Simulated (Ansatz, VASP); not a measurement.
**KF in VASP and in Ansatz**

Contents of INCAR:

```
PREC = Accurate
ENCUT = 600
EDIFF = 1E-6
ISMEAR = 0
SIGMA = 0.1
LREAL = False
LASPH = True
NELM = 120
ALGO = Normal
ISIF = 2
LWAVE = False
LCHARG = True
GGA = PE
LELF = True
LVHAR = True
NBANDS = 15
GGA_COMPAT = False
```

The input KPOINTS:

```
Automatic mesh
0
Gamma
  6 6 6
```

POSCAR

```
KF
1.0
    0.0000000000      2.6718500000      2.6718500000
    2.6718500000      0.0000000000      2.6718500000
    2.6718500000      2.6718500000      0.0000000000
K F
1 1
Direct
    0.0000000000      0.0000000000      0.0000000000
    0.5000000000      0.5000000000      0.5000000000
```

Input for Ansatz:

```yaml
crystal:
  lattice:
    - [0.0, 2.67185, 2.67185]
    - [2.67185, 0.0, 2.67185]
    - [2.67185, 2.67185, 0.0]
  atoms:
    - { symbol: K, position: [0.0, 0.0, 0.0] }
    - { symbol: F, position: [0.5, 0.5, 0.5] }
basis:
  ecutwfc: 420
kpoints:
  mp_grid: { grid: [6, 6, 6] }
hamiltonian:
  xc: pbe
scf:
  occupations: { method: gaussian, width: 0.1 }
output:
  forces: true
  stress: true
  eigenvalues: true
```

Alike in both runs: task single point; functional PBE; k mesh 6 × 6 × 6; occupations gaussian, width 0.1 eV; no spin polarisation.

```csv
,VASP,Ansatz
version,VASP 6.6.1,Ansatz 0.2.0
potentials or method,"VASP PAW PBE potentials, release 64 (K_sv, F), cutoff 600 eV","scalar-relativistic, plane waves, PAW"
valence electrons in the cell,16,16
```

```tsv
	VASP	Ansatz	Ansatz less VASP
gap on the k mesh at the Fermi level (eV)	6.17	6.18	+0.015
least direct gap on the mesh (eV)	6.17	6.18	+0.015
pressure (GPa)	1.4	1.4	-0.01
```

With one functional, cell and mesh, what is left measures potentials, basis and numerics.
